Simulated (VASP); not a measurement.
SnO: single point with PBE+D3(BJ)

SnO:

```xyz
4
Lattice="2.9799 -0.0670 0.0000 -0.1145 5.0940 0.0000 0.0000 0.0000 3.9071" Properties=species:S:1:pos:R:3 pbc="T T T"
Sn   -0.0268    1.1945    2.0604
Sn    1.4023    3.8660    0.1068
O    -0.1011    4.5001    2.8235
O     1.4766    0.5605    0.8700
```

```yaml
Program: VASP 6.6.1
Task: single point
Functional: PBE
Dispersion: D3(BJ)
Potentials_or_basis: VASP PAW PBE potentials, release 64 (Sn_d, O)
Cutoff: 520 eV
k_mesh: 8 × 6 × 8
Occupations: gaussian, width 0.05 eV
Spin: no spin polarisation
```

```
Pressure                   : 37.0 GPa
Largest force              : 5.196 eV/Å
Band gap on the k mesh     : 0.75 eV
Dispersion energy per atom : -0.279 eV
```

Forces on the atoms (eV/Å):
```
Sn   0.483  5.033  1.199
Sn  -0.483 -5.033  1.199
O    0.290 -1.127 -1.199
O   -0.290  1.127 -1.199
```

Stress tensor (GPa, compression positive):
```
40.02  1.28  0.00
 1.28 41.16  0.00
 0.00  0.00 29.70
```

Levels at points of the mesh, in eV from the valence-band top:
```
           k point  band 17  band 18  band 19  band 20  band 21  band 22  band 23  band 24
(0.00, 0.00, 0.00)    -5.14    -3.73    -3.60    -0.32     3.15     3.96     6.38     7.32
(0.50, 0.00, 0.00)    -4.34    -4.23    -1.52    -1.05     2.22     2.26     6.33     6.74
(0.00, 0.50, 0.00)    -4.37    -3.76    -2.46    -2.26     3.13     4.35     5.27     6.68
(0.50, 0.50, 0.00)    -4.38    -4.32    -1.30    -0.90     2.16     2.16     6.75     7.20
(0.00, 0.00, 0.50)    -4.36    -4.36    -2.54    -2.54     3.61     3.61     6.00     6.00
(0.50, 0.00, 0.50)    -4.60    -4.60    -1.19    -1.19     1.89     1.89     4.99     4.99
(0.00, 0.50, 0.50)    -4.33    -4.33    -2.09    -2.09     2.32     2.32     7.36     7.36
(0.50, 0.50, 0.50)    -5.02    -5.02    -0.15    -0.15     1.95     1.95     5.06     5.06
```

It took 7.2 min on 1 thread of Intel Xeon 8259CL, with other jobs on the host, peak memory 0.31 GiB.

Caveat: the stress differs along the axes, from 30 to 41 GPa; semilocal functionals underestimate gaps, and a narrow one can read as zero; spin-orbit coupling is left out, which moves the levels of the heavy elements; forces of over 1 eV/Å act on the atoms, so gaps and moduli don't describe the material at rest. A k mesh can miss the band edges.
